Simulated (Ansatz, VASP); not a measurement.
# Be in VASP and in Ansatz

```
CELL_PARAMETERS angstrom
2.25069 0.00000 0.00000
-1.12534 1.94915 0.00000
0.00000 0.00000 7.13863
ATOMIC_POSITIONS crystal
Be 0.00000 0.00000 0.00000
Be 0.00000 0.00000 0.50000
Be 0.33333 0.66667 0.75000
Be 0.66667 0.33333 0.25000
```

Alike in both runs: functional PBEsol; k mesh 9 × 9 × 4; occupations gaussian, width 0.1 eV; no spin polarisation.

Ansatz relaxed the structure, and its values are those at the end. VASP's run is a single point on that final structure, the one shown.

|  | VASP | Ansatz |
| --- | --- | --- |
| version | VASP 6.6.1 | Ansatz 0.2.0 |
| potentials or method | VASP PAW PBE potentials, release 64 (Be), cutoff 600 eV | scalar-relativistic, plane waves, PAW |
| valence electrons in the cell | 8 | 8 |

Ansatz gave:

- gap on the k mesh at the Fermi level (eV): none
- pressure (GPa): 0.0

Problem. Estimate VASP's values.

Solution. gap on the k mesh at the Fermi level (eV): none; pressure (GPa): 0.3.

VASP's potentials were made for PBE, not for PBEsol. A gap of «none» marks a metal or a gap that the smearing closes.
